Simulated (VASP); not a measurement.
# Cu (Fm-3m) in VASP: notebook, part 2 of 2

VASP 6.6.1. Earlier steps stand in the parts before.

## 4. Single point, PBEsol

INCAR

```
SYSTEM = Cu
PREC = Accurate
ENCUT = 520
EDIFF = 1E-6
ISMEAR = -1
SIGMA = 0.06
LREAL = .FALSE.
LASPH = .TRUE.
NELM = 60
ALGO = Normal
ISIF = 2
LWAVE = .FALSE.
LCHARG = .FALSE.
GGA = PS
NBANDS = 12
```

KPOINTS

```
Automatic mesh
0
G
  12 12 12
  0 0 0
```

POSCAR

```
Cu
1.0
    0.0000000000      1.7360710000      1.7360710000
    1.7360710000      0.0000000000      1.7360710000
    1.7360710000      1.7360710000      0.0000000000
Cu
1
Direct
    0.0000000000      0.0000000000      0.0000000000
```

Potentials or basis: VASP PAW PBE potentials, release 64 (Cu).

Run with:

```bash
$ cat potpaw_PBE.64/Cu/POTCAR > POTCAR
$ mpirun -np 1 vasp_std > vasp.out
```

OUTCAR:

```text
SYSTEM = Cu
   PREC = Accurate
   ENCUT = 520
   EDIFF = 1E-6
   ISMEAR = -1
   LREAL = .FALSE.
   LASPH = .TRUE.
   NELM = 60
   ISIF = 2
   GGA = PS

 ion  position               nearest neighbor table
   1  0.000  0.000  0.000-

  LATTYP: Found a face centered cubic cell.
 ALAT       =     3.4721420000

  Lattice vectors:

 A1 = (   0.0000000000,   1.7360710000,   1.7360710000)
 A2 = (   1.7360710000,   0.0000000000,   1.7360710000)
 A3 = (   1.7360710000,   1.7360710000,   0.0000000000)

Analysis of symmetry for initial positions (statically):
[... 5 lines left out ...]
 face centered cubic supercell.

 Subroutine GETGRP returns: Found 48 space group operations
 (whereof 48 operations were pure point group operations)
 out of a pool of 48 trial point group operations.

The static configuration has the point symmetry O_h .

Analysis of symmetry for dynamics (positions and initial velocities):
[... 5 lines left out ...]
 face centered cubic supercell.

 Subroutine GETGRP returns: Found 48 space group operations
 (whereof 48 operations were pure point group operations)
 out of a pool of 48 trial point group operations.

The dynamic configuration has the point symmetry O_h .

 Subroutine INISYM returns: Found 48 space group operations
[... 144 lines left out ...]
 val. band max:        8.7940160620   @ k =  -0.2500   0.2500   0.0833
 cond. band min:       8.9766064067   @ k =   0.5000   0.3333   0.1667
 fundamental gap:      0.1825903447
 Fermi energy:         8.9551086998

 k-point     1 :       0.0000    0.0000    0.0000
  band No.  band energies     occupation
      1      -1.3598      2.00000
      2       5.5627      2.00000
      3       5.5627      2.00000
      4       5.5627      2.00000
      5       6.5661      2.00000
      6       6.5661      2.00000
      7      32.5342      0.00000
      8      36.1124      0.00000
      9      36.1124      0.00000
     10      36.1124      0.00000
     11      38.7526      0.00000
     12      38.7526      0.00000
[... 331 lines left out ...]
 k-point    24 :      -0.4167    0.1667    0.0000
  band No.  band energies     occupation
      1       3.7150      2.00000
      2       5.1124      2.00000
      3       5.7168      2.00000
      4       5.8693      2.00000
      5       7.1288      2.00000
      6      10.0109      0.00000
      7      13.9175      0.00000
      8      24.8802      0.00000
      9      29.7125      0.00000
     10      31.1591      0.00000
     11      40.3194      0.00000
     12      41.0222      0.00000

 [... further k-points ...]
[... 5 lines left out ...]
  --------------------------------------------------------------------------------------
  -------------------------------------------------------------------------------------
  Total        1.0862032      1.0862032      1.0862032      0.0000000      0.0000000      0.0000000
  in kB      166.2988393    166.2988393    166.2988393      0.0000000      0.0000000      0.0000000
  external PRESSURE =     166.2988393 kB  Pullay stress =       0.0000000 kB

 VOLUME and BASIS-vectors are now :
 -----------------------------------------------------------------------------
  energy-cutoff  :      520.00
  volume of cell :       10.46
      direct lattice vectors                 reciprocal lattice vectors
     0.000000000  1.736071000  1.736071000    -0.288006654  0.288006654  0.288006654
     1.736071000  0.000000000  1.736071000     0.288006654 -0.288006654  0.288006654
     1.736071000  1.736071000  0.000000000     0.288006654  0.288006654 -0.288006654

 POSITION                                       TOTAL-FORCE (eV/Angst)
 -----------------------------------------------------------------------------------
      0.00000      0.00000      0.00000         0.000000      0.000000     -0.000000
 -----------------------------------------------------------------------------------
    total drift:                               -0.000000     -0.000000      0.000000

  FREE ENERGIE OF THE ION-ELECTRON SYSTEM (eV)
  ---------------------------------------------------
  free  energy   TOTEN  =        -4.2637399624 eV

  energy  without entropy=       -4.2603124906  energy(sigma->0) =       -4.26202623
```

Run time: 6.8 s. Hardware: 1 thread of Intel Xeon Platinum 8259CL at 2.50GHz (Skylake/Cascade Lake), shared host; peak memory 0.12 GiB.

What came out:

- Free energy: -4.2637 eV
- Pressure: 16.6 GPa

Caveat: the PAW data sets were made with another functional, which shifts forces and pressure a little.

## 5. Single point, LDA

INCAR

```
ALGO = Normal
EDIFF = 1E-6
ENCUT = 520
ISIF = 2
ISMEAR = -1
LASPH = T
LCHARG = F
LREAL = F
LWAVE = F
NBANDS = 12
NELM = 80
PREC = Accurate
SIGMA = 0.06
```

KPOINTS

```
k-points
0
Gamma
  12 12 12
```

POSCAR is that of step 4.

Potentials or basis: VASP PAW LDA potentials, release 64 (Cu).

Run with:

```bash
$ cat potpaw_LDA.64/Cu/POTCAR > POTCAR
$ mpirun -np 1 vasp_std > vasp.out
```

Wall time 6.6 s (1 thread of Intel Xeon Platinum 8259CL at 2.50GHz (Skylake/Cascade Lake), shared host); peak memory 0.11 GiB.

The run converged. Its results:

```yaml
Free_energy: -4.6930 eV
Pressure: 9.1 GPa
```

Levels at points of the mesh, in eV from the Fermi level:
```
           k point  band 3  band 4  band 5  band 6  band 7  band 8  band 9  band 10
(0.00, 0.00, 0.00)   -3.43   -3.43   -2.42   -2.42   23.67   27.12   27.12    27.12
(0.50, 0.00, 0.00)   -3.47   -1.74   -1.74   -1.30    4.42   22.13   23.90    23.90
(0.50, 0.50, 0.00)   -1.76   -1.57   -1.57    1.44    8.05   14.01   14.01    18.97
```

## 6. Single point, PBE

INCAR

```
SYSTEM = Cu
PREC     = Accurate       ! precision mode
ENCUT    = 520            ! plane-wave cutoff, eV
EDIFF    = 1E-6           ! SCF threshold, eV
ISMEAR   = -1             ! smearing method
SIGMA    = 0.06           ! smearing width, eV
LREAL    = .False.        ! projectors in reciprocal space
LASPH    = .True.         ! aspherical terms in the spheres
NELM     = 60             ! most SCF steps
ALGO     = Normal         ! electronic algorithm
ISIF     = 2              ! what is computed and relaxed
LWAVE    = .False.        ! write WAVECAR
LCHARG   = .True.         ! write CHGCAR
GGA      = PE             ! functional
LELF     = .True.         ! ELF
LVHAR    = .True.       
NBANDS   = 12             ! bands
```

KPOINTS

```
regular mesh
0
Gamma
  12 12 12
  0 0 0
```

POSCAR is that of step 5.

Potentials or basis: VASP PAW PBE potentials, release 64 (Cu).

Run with:

```bash
$ cat potpaw_PBE.64/Cu/POTCAR > POTCAR
$ mpirun -np 1 vasp_std > vasp.out
```

OUTCAR:

```text
SYSTEM = Cu
   PREC = Accurate
   ENCUT = 520
   EDIFF = 1E-6
   ISMEAR = -1
   LREAL = .False.
   LASPH = .True.
   NELM = 60
   ISIF = 2
   GGA = PE

 ion  position               nearest neighbor table
   1  0.000  0.000  0.000-

  LATTYP: Found a face centered cubic cell.
 ALAT       =     3.4721420000

  Lattice vectors:

 A1 = (   0.0000000000,   1.7360710000,   1.7360710000)
 A2 = (   1.7360710000,   0.0000000000,   1.7360710000)
 A3 = (   1.7360710000,   1.7360710000,   0.0000000000)

Analysis of symmetry for initial positions (statically):
[... 5 lines left out ...]
 face centered cubic supercell.
[... 522 lines left out ...]
      5       7.3096      2.00000
      6      10.2198      0.00000
      7      14.1338      0.00000
      8      25.1072      0.00000
      9      29.9584      0.00000
     10      31.3804      0.00000
     11      40.5666      0.00000
     12      41.2480      0.00000

 [... further k-points ...]
[... 5 lines left out ...]
  --------------------------------------------------------------------------------------
  -------------------------------------------------------------------------------------
  Total        1.7435404      1.7435404      1.7435404     -0.0000000     -0.0000000     -0.0000000
  in kB      266.9378421    266.9378421    266.9378421     -0.0000000     -0.0000000     -0.0000000
  external PRESSURE =     266.9378421 kB  Pullay stress =       0.0000000 kB

 VOLUME and BASIS-vectors are now :
 -----------------------------------------------------------------------------
  energy-cutoff  :      520.00
  volume of cell :       10.46
      direct lattice vectors                 reciprocal lattice vectors
     0.000000000  1.736071000  1.736071000    -0.288006654  0.288006654  0.288006654
     1.736071000  0.000000000  1.736071000     0.288006654 -0.288006654  0.288006654
     1.736071000  1.736071000  0.000000000     0.288006654  0.288006654 -0.288006654

 POSITION                                       TOTAL-FORCE (eV/Angst)
 -----------------------------------------------------------------------------------
      0.00000      0.00000      0.00000         0.000000      0.000000      0.000000
 -----------------------------------------------------------------------------------
    total drift:                                0.000000     -0.000000      0.000000

  FREE ENERGIE OF THE ION-ELECTRON SYSTEM (eV)
  ---------------------------------------------------
  free  energy   TOTEN  =        -3.6139255359 eV

  energy  without entropy=       -3.6105383508  energy(sigma->0) =       -3.61223194
```

It took 7.5 s on 1 thread of Intel Xeon Platinum 8259CL at 2.50GHz (Skylake/Cascade Lake), shared host; peak memory 0.12 GiB.

Results:

* Free energy: -3.6139 eV
* Pressure: 26.7 GPa

## 7. Single point, PBEsol

INCAR

```
PREC = Accurate
ENCUT = 520
EDIFF = 1E-6
ISMEAR = -1
SIGMA = 0.06
LREAL = F
LASPH = T
NELM = 80
ALGO = Normal
ISIF = 2
LWAVE = F
LCHARG = F
GGA = PS
NBANDS = 12
```

KPOINTS

```
regular mesh
0
Gamma
  12 12 12
```

POSCAR is that of step 6.

Run with:

```bash
$ cat potpaw_PBE.64/Cu/POTCAR > POTCAR
$ mpirun -np 1 vasp_std > vasp.out
```

Wall time 6.6 s (1 thread of Intel Xeon Platinum 8259CL at 2.50GHz (Skylake/Cascade Lake), shared host); peak memory 0.12 GiB.

It converged, with:

- Free energy: -4.2637 eV
- Pressure: 16.6 GPa

Levels at points of the mesh, in eV from the Fermi level:
```csv
k point,band 3,band 4,band 5,band 6,band 7,band 8,band 9,band 10
"(0.00, 0.00, 0.00)",-3.39,-3.39,-2.39,-2.39,23.58,27.16,27.16,27.16
"(0.50, 0.00, 0.00)",-3.43,-1.71,-1.71,-1.37,4.43,22.02,24.00,24.00
"(0.50, 0.50, 0.00)",-1.72,-1.54,-1.54,1.40,8.02,14.04,14.04,18.88
```

Caveat: the PAW data sets were made with another functional, which shifts forces and pressure a little.

## 8. Summary

```tsv
level	potentials or basis	gap on the mesh (eV)	pressure (GPa)
LDA	VASP PAW LDA potentials, release 64 (Cu)	none	9.1
PBE	VASP PAW PBE potentials, release 64 (Cu)	none	26.7
PBEsol	VASP PAW PBE potentials, release 64 (Cu)	none	16.6
```

Alike in all rows: task single point; no spin polarisation; cell as given; k mesh 12 × 12 × 12; cutoff (eV) 520; smearing fermi-dirac 0.06 eV.

Caveats: the PAW data sets were made with another functional, which shifts forces and pressure a little (some runs).

Absolute energies hang on the potentials; compare differences alone.
